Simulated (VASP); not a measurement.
# Sb (R-3m) in VASP: a series of runs

Runs on Sb. Level: r2SCAN. Tasks: single point.

Everything below comes from runs of VASP 6.6.1. Logs are shortened: lines on timing, memory, paths and dates and some standing lists are left out, and cuts for length are marked.

**1. The cell of the first run**

It takes space group R-3m (No. 166, trigonal). The conventional cell has a = 4.341 Å, b = 4.341 Å, c = 11.613 Å, α = 90.00°, β = 90.00°, γ = 120.00°. Within 3.8 Å of Sb (site symmetry 3m) lie 6 Sb at 2.92 to 3.45 Å.

**2. Single point, r2SCAN**

POSCAR reads:

```
Sb
1.0
    2.1706020527      1.2531976795      3.8710910875
   -2.1706020527      1.2531976795      3.8710910875
    0.0000000000     -2.5063953589      3.8710910875
Sb
2
Direct
    0.2313018333      0.2313018333      0.2313018333
    0.7686981667      0.7686981667      0.7686981667
```

INCAR.step1 reads:

```
PREC = Accurate
ENCUT = 520
ISMEAR = -1
SIGMA = 0.03
LREAL = False
LASPH = True
NELM = 60
NBANDS = 12
GGA = PE
ALGO = Normal
EDIFF = 1E-4
LWAVE = True
LCHARG = False
```

INCAR.step2 reads:

```
PREC = Accurate
ENCUT = 520
EDIFF = 1E-6
ISMEAR = -1
SIGMA = 0.03
LREAL = False
LASPH = True
NELM = 60
ALGO = Normal
ISIF = 2
LWAVE = False
LCHARG = True
METAGGA = R2SCAN
LMIXTAU = True
LELF = True
LVHAR = True
NBANDS = 12
ISTART = 1
```

KPOINTS reads:

```
regular mesh
0
Gamma
  9 9 9
```

Potentials or basis: VASP PAW PBE potentials, release 64 (Sb).

Launch:

```console
$ cat potpaw_PBE.64/Sb/POTCAR > POTCAR
$ cp INCAR.step1 INCAR
$ mpirun -np 1 vasp_std > vasp.out
$ cp INCAR.step2 INCAR
$ mpirun -np 1 vasp_std > vasp.out
```

OUTCAR:

```text
PREC = Accurate
   ENCUT = 520
   EDIFF = 1E-6
   ISMEAR = -1
   LREAL = False
   LASPH = True
   NELM = 60
   ISIF = 2
   METAGGA = R2SCAN
   ISTART = 1

 ion  position               nearest neighbor table
   1  0.231  0.231  0.231-   2 2.92   2 2.92   2 2.92   2 3.45   2 3.45   2 3.45
   2  0.769  0.769  0.769-   1 2.92   1 2.92   1 2.92   1 3.45   1 3.45   1 3.45

  LATTYP: Found a trigonal (rhomboedric) cell.
 ALAT       =     4.6116552238
 COS(alpha) =     0.5569255040

  Lattice vectors:

 A1 = (   2.1706020527,   1.2531976795,   3.8710910875)
 A2 = (  -2.1706020527,   1.2531976795,   3.8710910875)
 A3 = (   0.0000000000,  -2.5063953589,   3.8710910875)

Analysis of symmetry for initial positions (statically):
=====================================================================
 Subroutine PRICEL returns:
 Original cell was already a primitive cell.

 Routine SETGRP: Setting up the symmetry group for a
 trigonal (rhombohedral) supercell.

 Subroutine GETGRP returns: Found 12 space group operations
 (whereof 12 operations were pure point group operations)
 out of a pool of 12 trial point group operations.

The static configuration has the point symmetry D_3d.

Analysis of symmetry for dynamics (positions and initial velocities):
=====================================================================
 Subroutine PRICEL returns:
 Original cell was already a primitive cell.

 Routine SETGRP: Setting up the symmetry group for a
 trigonal (rhombohedral) supercell.

 Subroutine GETGRP returns: Found 12 space group operations
 (whereof 12 operations were pure point group operations)
 out of a pool of 12 trial point group operations.

The dynamic configuration has the point symmetry D_3d.

 Subroutine INISYM returns: Found 12 space group operations
 (whereof 12 operations are pure point group operations),
 and found     1 'primitive' translations

----------------------------------------------------------------------------------------

                                     Primitive cell

  volume of cell :      63.1807

  direct lattice vectors                    reciprocal lattice vectors
     2.170602053  1.253197679  3.871091087     0.230350837  0.132993118  0.086108367
    -2.170602053  1.253197679  3.871091087    -0.230350837  0.132993118  0.086108367
     0.000000000 -2.506395359  3.871091087     0.000000000 -0.265986236  0.086108367

  length of vectors
     4.611655224  4.611655224  4.611655224     0.279577053  0.279577053  0.279577053

  position of ions in fractional coordinates (direct lattice)
     0.231301833  0.231301833  0.231301833
     0.768698167  0.768698167  0.768698167

  ion indices of the primitive-cell ions
   primitive index   ion index
                 1           1
                 2           2

----------------------------------------------------------------------------------------

 KPOINTS: regular mesh

Automatic generation of k-mesh.
 Grid dimensions read from file:
 generate k-points for:    9    9    9

 Generating k-lattice:

  Cartesian coordinates                     Fractional coordinates (reciprocal lattice)
     0.025594537  0.014777013  0.009567596     0.111111111  0.000000000  0.000000000
    -0.025594537  0.014777013  0.009567596     0.000000000  0.111111111  0.000000000
     0.000000000 -0.029554026  0.009567596     0.000000000  0.000000000  0.111111111

  Length of vectors
     0.031064117  0.031064117  0.031064117

  Shift w.r.t. Gamma in fractional coordinates (k-lattice)
     0.000000000  0.000000000  0.000000000

 Subroutine IBZKPT returns following result:
 ===========================================

 Found     85 irreducible k-points:

 Following reciprocal coordinates:
            Coordinates               Weight
  0.000000  0.000000  0.000000      1.000000
  0.111111  0.000000  0.000000      6.000000
  0.222222  0.000000  0.000000      6.000000
  0.333333  0.000000  0.000000      6.000000
  0.444444  0.000000  0.000000      6.000000
  0.111111  0.111111  0.000000      6.000000
[... 16 lines left out ...]
 -0.333333  0.333333  0.000000      6.000000
  0.444444  0.444444  0.000000      6.000000
 [... further k-points ...]
   k-points           NKPTS =     85   k-points in BZ     NKDIM =     85   number of bands    NBANDS=     12
   number of dos      NEDOS =    301   number of ions     NIONS =      2
   total plane-waves  NPLWV =  46656
   dimension x,y,z NGX =    36 NGY =   36 NGZ =   36
   dimension x,y,z NGXF=    72 NGYF=   72 NGZF=   72
   ions per type =               2
   NGX,Y,Z   is equivalent  to a cutoff of  12.98, 12.98, 12.98 a.u.
   NGXF,Y,Z  is equivalent  to a cutoff of  25.96, 25.96, 25.96 a.u.
 SYSTEM =  unknown system
   PREC   = accura    normal or accurate (medium, high low for compatibility)
   ISTART =      1    job   : 0-new  1-cont  2-samecut
   ICHARG =      0    charge: 1-file 2-atom 10-const
   ISPIN  =      1    spin polarized calculation?
   LNONCOLLINEAR =      F non collinear calculations
   LSORBIT =      F    spin-orbit coupling
   LASPH  =      T    aspherical Exc in radial PAW
   ENCUT  =  520.0 eV  38.22 Ry    6.18 a.u.   8.57  8.57  8.57*2*pi/ulx,y,z
   NELM   =     60;   NELMIN=  2; NELMDL=  0     # of ELM steps
   EDIFF  = 0.1E-05   stopping-criterion for ELM
   LREAL  =      F    real-space projection
   EDIFFG = 0.1E-04   stopping-criterion for IOM
   NSW    =      0    number of steps for IOM
   IBRION =     -1    ionic relax: 0-MD 1-quasi-New 2-CG
   NFREE  =      0    steps in history (QN), initial steepest desc. (CG)
   ISIF   =      2    stress and relaxation
   ISYM   =      2    0-nonsym 1-usesym 2-fastsym
   POTIM  = 0.5000    time-step for ionic-motion
   TEBEG  =    0.0;   TEEND  =   0.0 temperature during run
   PSTRESS=    0.0 pullay stress
   NELECT =      10.0000    total number of electrons
   NUPDOWN=      -1.0000    fix difference up-down
   EMIN   =  10.00;   EMAX   =-10.00  energy-range for DOS
   EFERMI =   0.00;   METHOD = LEGACY
   ISMEAR =    -1;   SIGMA  =   0.03  broadening in eV -4-tet -1-fermi 0-gaus
   EFERMI_NEDOS =   21; number of points for ismear=-14 and -15
   IALGO  =     38    algorithm
   IMIX   =      4    mixing-type and parameters
     AMIX     =   0.40;   BMIX     =  1.00
     AMIX_MAG =   1.60;   BMIX_MAG =  1.00
  volume/ion in A,a.u.               =      31.59       213.18
  Fermi-wavevector in a.u.,A,eV,Ry     =   0.885551  1.673448 10.669686  0.784200
  Thomas-Fermi vector in A             =   2.006599
   LORBIT       =      0    0 simple, 1 ext, 2 COOP (PROOUT), +10 PAW based schemes
   METAGGA = R2SCAN    functional components
   LHFCALC =     F    Hartree Fock is set to
   AEXX    =    0.0000 exact exchange contribution
   IVDW    =     0    specifies the selected vdW correction
   LEPSILON=     F    determine dielectric tensor
   LRPA    =     F    only Hartree local field effects (RPA)
 non-spin polarized calculation
  energy-cutoff  :      520.00
  volume of cell :       63.18
 maximum number of plane-waves:      1715
   NGX = 17   NGY = 17   NGZ = 17

 number of electron      10.0000000 magnetization

 Free energy of the ion-electron system (eV)
  ---------------------------------------------------
  ext. energy  EPLUGINS =         0.00000000
  ---------------------------------------------------
  free energy    TOTEN  =       -51.39842803 eV

  energy without entropy =      -51.39805495  energy(sigma->0) =      -51.39824149

 E-fermi :   6.7393     XC(G=0):  -9.7780

 val. band max:        6.6708186465   @ k =   0.3333   0.2222   0.2222
 cond. band min:       6.8016978048   @ k =   0.4444   0.0000   0.0000
 fundamental gap:      0.1308791583
 Fermi energy:         6.7392528927

 k-point     1 :       0.0000    0.0000    0.0000
  band No.  band energies     occupation
      1      -6.3499      2.00000
      2       1.6553      2.00000
      3       4.4798      2.00000
      4       4.7954      2.00000
      5       4.7954      2.00000
      6       8.6147      0.00000
      7       9.3502      0.00000
      8       9.3502      0.00000
      9      12.2972      0.00000
     10      12.2972      0.00000
     11      12.5207      0.00000
     12      13.8829      0.00000

 k-point     2 :       0.1111    0.0000    0.0000
  band No.  band energies     occupation
      1      -6.2113      2.00000
      2       1.0788      2.00000
      3       4.5210      2.00000
      4       4.7460      2.00000
      5       4.9746      2.00000
      6       8.6288      0.00000
      7       9.0416      0.00000
      8       9.0961      0.00000
      9      11.7421      0.00000
     10      12.1960      0.00000
     11      12.3025      0.00000
     12      14.7223      0.00000

 k-point     3 :       0.2222    0.0000    0.0000
  band No.  band energies     occupation
      1      -5.7993      2.00000
      2      -0.1650      2.00000
      3       4.4911      2.00000
      4       4.6381      2.00000
      5       5.3977      2.00000
      6       8.1489      0.00000
      7       8.4244      0.00000
      8       8.4802      0.00000
      9      11.8184      0.00000
     10      12.3495      0.00000
     11      12.8901      0.00000
     12      16.4251      0.00000

 k-point     4 :       0.3333    0.0000    0.0000
  band No.  band energies     occupation
      1      -5.1288      2.00000
      2      -1.5559      2.00000
      3       4.5080      2.00000
      4       4.5417      2.00000
      5       5.8068      2.00000
      6       7.4353      0.00000
      7       7.6479      0.00000
      8       7.8710      0.00000
      9      12.6506      0.00000
     10      13.4923      0.00000
     11      14.0941      0.00000
     12      17.4623      0.00000

 k-point     5 :       0.4444    0.0000    0.0000
  band No.  band energies     occupation
      1      -4.2738      2.00000
      2      -2.8095      2.00000
      3       4.4928      2.00000
      4       4.5675      2.00000
      5       6.2210      2.00000
      6       6.8017      0.22182
      7       7.1297      0.00000
      8       7.5149      0.00000
      9      13.9314      0.00000
     10      15.2000      0.00000
     11      15.7091      0.00000
     12      15.7580      0.00000
[... 228 lines left out ...]
      1      -4.4001      2.00000
      2      -1.5027      2.00000
      3       1.8788      2.00000
      4       3.1431      2.00000
      5       3.4527      2.00000
      6       8.9586      0.00000
      7      10.8074      0.00000
      8      11.5113      0.00000
      9      11.8914      0.00000
     10      15.9922      0.00000
     11      16.1833      0.00000
     12      16.8680      0.00000

 k-point    22 :      -0.4444    0.3333    0.0000
  band No.  band energies     occupation
      1      -3.7653      2.00000
      2      -2.3563      2.00000
      3       1.4985      2.00000
      4       3.3278      2.00000
      5       3.6296      2.00000
      6       9.6128      0.00000
      7      10.1246      0.00000
      8      11.0005      0.00000
      9      12.3950      0.00000
     10      14.9363      0.00000
     11      15.9086      0.00000
     12      17.7852      0.00000

 k-point    23 :      -0.3333    0.3333    0.0000
  band No.  band energies     occupation
      1      -3.2651      2.00000
      2      -3.1153      2.00000
      3       1.5994      2.00000
      4       3.8173      2.00000
      5       4.0475      2.00000
      6       8.9434      0.00000
      7       9.2071      0.00000
      8      12.0870      0.00000
      9      12.2581      0.00000
     10      13.5126      0.00000
     11      14.9911      0.00000
     12      17.2133      0.00000

 k-point    24 :       0.4444    0.4444    0.0000
  band No.  band energies     occupation
      1      -4.1501      2.00000
      2      -1.5416      2.00000
      3       1.4863      2.00000
      4       2.9738      2.00000
      5       3.0234      2.00000
      6       8.4616      0.00000
      7      11.5319      0.00000
      8      12.4020      0.00000
      9      13.1172      0.00000
     10      15.5215      0.00000
     11      16.7562      0.00000
     12      17.6521      0.00000

 [... further k-points ...]

------------------------ aborting loop because EDIFF is reached ----------------------------------------

  FORCE on cell =-STRESS in cart. coord.  units (eV):
  Direction    XX          YY          ZZ          XY          YZ          ZX
  --------------------------------------------------------------------------------------
  -------------------------------------------------------------------------------------
  Total        0.0708316      0.0708316      0.0187955      0.0000000      0.0000000      0.0000000
  in kB        1.7961928      1.7961928      0.4766290      0.0000000      0.0000000      0.0000000
  external PRESSURE =       1.3563382 kB  Pullay stress =       0.0000000 kB

 VOLUME and BASIS-vectors are now :
 -----------------------------------------------------------------------------
  energy-cutoff  :      520.00
  volume of cell :       63.18
      direct lattice vectors                 reciprocal lattice vectors
     2.170602053  1.253197679  3.871091087     0.230350837  0.132993118  0.086108367
    -2.170602053  1.253197679  3.871091087    -0.230350837  0.132993118  0.086108367
     0.000000000 -2.506395359  3.871091087     0.000000000 -0.265986236  0.086108367

 POSITION                                       TOTAL-FORCE (eV/Angst)
 -----------------------------------------------------------------------------------
      0.00000      0.00000      2.68617         0.000000      0.000000      0.048155
      0.00000      0.00000      8.92710         0.000000     -0.000000     -0.048155
 -----------------------------------------------------------------------------------
    total drift:                                0.000000     -0.000000      0.000000

  FREE ENERGIE OF THE ION-ELECTRON SYSTEM (eV)
  ---------------------------------------------------
  free  energy   TOTEN  =       -51.3984280292 eV

  energy  without entropy=      -51.3980549493  energy(sigma->0) =      -51.39824149
```

It took 2.9 min on 1 thread of Intel Xeon Platinum 8259CL at 2.50GHz (Skylake/Cascade Lake), shared host; peak memory 0.24 GiB.

What came out:

| Quantity | Value |
| --- | --- |
| Free energy | -51.3984 eV |
| Pressure | 0.1 GPa |
| Largest force | 0.048 eV/Å |
| Band gap on the k mesh | 0.13 eV, indirect (least direct gap 0.58 eV) |

Forces on the atoms (eV/Å):
```
Sb   0.000  0.000  0.048
Sb   0.000  0.000 -0.048
```

Stress tensor (GPa, compression positive):
```
0.18 0.00 0.00
0.00 0.18 0.00
0.00 0.00 0.05
```

Levels at points of the mesh, in eV from the valence-band top:
```
           k point  band 2  band 3  band 4  band 5  band 6  band 7  band 8  band 9
(0.00, 0.00, 0.00)   -5.02   -2.19   -1.88   -1.88    1.94    2.68    2.68    5.63
```

Caveat: the PAW data sets were made with another functional, which shifts forces and pressure a little; spin-orbit coupling is left out, which moves the levels of the heavy elements. A k mesh can miss the band edges.

**3. Single point, r2SCAN**

POSCAR is that of step 2.

INCAR.step1 reads:

```
ALGO = Normal
EDIFF = 1E-4
ENCUT = 520
GGA = PE
ISMEAR = -1
LASPH = T
LCHARG = F
LREAL = F
LWAVE = T
NBANDS = 12
NELM = 80
PREC = Accurate
SIGMA = 0.2
```

INCAR.step2 reads:

```
ALGO = Normal
EDIFF = 1E-6
ENCUT = 520
ISIF = 2
ISMEAR = -1
ISTART = 1
LASPH = T
LCHARG = F
LMIXTAU = T
LREAL = F
LWAVE = F
METAGGA = R2SCAN
NBANDS = 12
NELM = 80
PREC = Accurate
SIGMA = 0.2
```

KPOINTS reads:

```
k-points
0
Gamma
  9 9 9
```

Potentials or basis: VASP PAW PBE potentials, release 64 (Sb).

Launch:

```console
$ cat potpaw_PBE.64/Sb/POTCAR > POTCAR
$ cp INCAR.step1 INCAR
$ mpirun -np 1 vasp_std > vasp.out
$ cp INCAR.step2 INCAR
$ mpirun -np 1 vasp_std > vasp.out
```

Wall time 2.9 min (1 thread of Intel Xeon Platinum 8259CL at 2.50GHz (Skylake/Cascade Lake), shared host); peak memory 0.24 GiB.

The run converged. Its results:

```
Free energy            : -51.4170 eV
Pressure               : 0.1 GPa
Largest force          : 0.096 eV/Å
Band gap on the k mesh : 0.13 eV, indirect (least direct gap 0.58 eV)
```

Forces in eV/Å, atoms in the order of the input:
```
Sb   0.000  0.000  0.096
Sb   0.000  0.000 -0.096
```

Levels at points of the mesh, in eV from the valence-band top:
```tsv
k point	band 3	band 4	band 5	band 6	band 7	band 8
(0.00, 0.00, 0.00)	-2.19	-1.88	-1.88	1.95	2.68	2.68
```

Caveat: the PAW data sets were made with another functional, which shifts forces and pressure a little; spin-orbit coupling is left out, which moves the levels of the heavy elements. A k mesh can miss the band edges.
